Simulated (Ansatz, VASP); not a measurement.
**BP in VASP and in Ansatz**

```
B P
1.0
     0.00000    2.29169    2.26900
     2.29169    0.00000    2.26900
     2.29169    2.29169    0.00000
B P
1 1
Direct
  0.00000 0.00000 0.00000
  0.75000 0.75000 0.75000
```

Change from the starting cell: strain +0.0100 x Voigt [1, 1, 0, 0, 0, 0], atoms carried along.

Alike in both runs: task single point; functional r2SCAN; k mesh 10 × 10 × 10; occupations gaussian, width 0.05 eV; no spin polarisation.

|  | VASP | Ansatz |
| --- | --- | --- |
| version | VASP 6.6.1 | Ansatz 0.2.0 |
| potentials or method | VASP PAW PBE potentials, release 64 (B, P), cutoff 520 eV | scalar-relativistic, plane waves, PAW |
| valence electrons in the cell | 8 | 8 |

|  | VASP | Ansatz | Ansatz less VASP |
| --- | --- | --- | --- |
| gap on the k mesh at the Fermi level (eV) | 1.32 | 1.29 | -0.030 |
| least direct gap on the mesh (eV) | 3.50 | 3.46 | -0.040 |
| pressure (GPa) | -3.9 | -3.4 | +0.49 |
| traceless stress, the component that is largest in VASP (GPa) | 1.86 | 1.85 | -0.008 |

VASP's potentials were made for PBE, not for r2SCAN. The functional is the same, so the differences come from potentials, cutoffs and numerics.
